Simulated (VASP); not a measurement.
SiB6:

```xyz
7
Lattice="4.0722 0.0288 -0.1148 0.0288 4.2766 0.0028 -0.1148 0.0028 4.0935" Properties=species:S:1:pos:R:3 pbc="T T T"
Si   -0.1152    0.0416    4.0311
B     3.3406    2.3057    2.0336
B     0.9980    2.1040    2.0167
B     1.9188    3.3009    1.9200
B     1.9921    0.9010    2.0720
B     1.8279    2.1752    3.2225
B     1.8817    2.0992    0.7423
```

```yaml
Program: VASP 6.6.1
Task: relaxation of cell and atoms
Functional: PBE
Potentials_or_basis: VASP PAW PBE potentials, release 64 (Si, B)
Cutoff: 600 eV
k_mesh: 6 × 6 × 6
Occupations: gaussian, width 0.2 eV
Spin: no spin polarisation
```

At the start: pressure 9.7 GPa; volume 10.18 Å³/atom.

How do energy, volume and symmetry change on relaxing?

Over 44 steps the energy falls by 502.9 meV/atom and the volume is 10.56 Å³/atom (+3.8 %); space group P1 (No. 1, to 0.1 Å) before, R3m (No. 160, to 0.1 Å).

The path:
```
step  energy change (eV)  largest force (eV/Å)  pressure (GPa)  volume (Å³)
   1              0.0000               11.1095            9.74        71.23
   3             -1.7242                3.9999           -5.06        73.55
   5             -2.2095                2.4131           -1.09        71.70
   7             -2.4396                1.3501            1.47        70.17
   9             -2.4962                0.9187            0.39        70.26
  11             -2.5479                0.8613            0.69        70.23
  13             -2.6069                1.1723            1.16        70.25
  15             -2.7953                2.1311            0.74        71.32
  17             -2.9513                1.9000            0.88        72.17
  19             -3.2121                0.8335            0.67        72.85
  21             -3.2684                1.2210            0.87        73.30
  23             -3.3684                0.6061           -1.11        74.14
  25             -3.4074                0.4350            0.01        73.76
  27             -3.4435                0.7433            0.12        73.40
  29             -3.4739                0.3828            0.81        73.15
  31             -3.4927                0.3101           -0.36        73.86
  33             -3.5049                0.3191            0.13        73.96
  35             -3.5114                0.2129           -0.06        74.09
  37             -3.5150                0.2102           -0.10        74.10
  39             -3.5183                0.1129           -0.34        74.03
  41             -3.5197                0.0490            0.29        73.73
  43             -3.5203                0.0740            0.06        73.84
  44             -3.5206                0.0199           -0.03        73.92
```

Final structure:
```yaml
crystal:
  lattice:
    - [4.19742, -0.06075, 0.06698]
    - [-0.05806, 4.19978, -0.07272]
    - [0.06883, -0.06735, 4.19623]
  atoms:
    - { symbol: Si, position: [0.87025, 0.13054, 0.86920] }
    - { symbol: B, position: [0.82159, 0.48762, 0.51207] }
    - { symbol: B, position: [0.22537, 0.47081, 0.53017] }
    - { symbol: B, position: [0.52942, 0.77448, 0.52965] }
    - { symbol: B, position: [0.51188, 0.17814, 0.51153] }
    - { symbol: B, position: [0.51140, 0.48864, 0.82192] }
    - { symbol: B, position: [0.53011, 0.46976, 0.22546] }
```
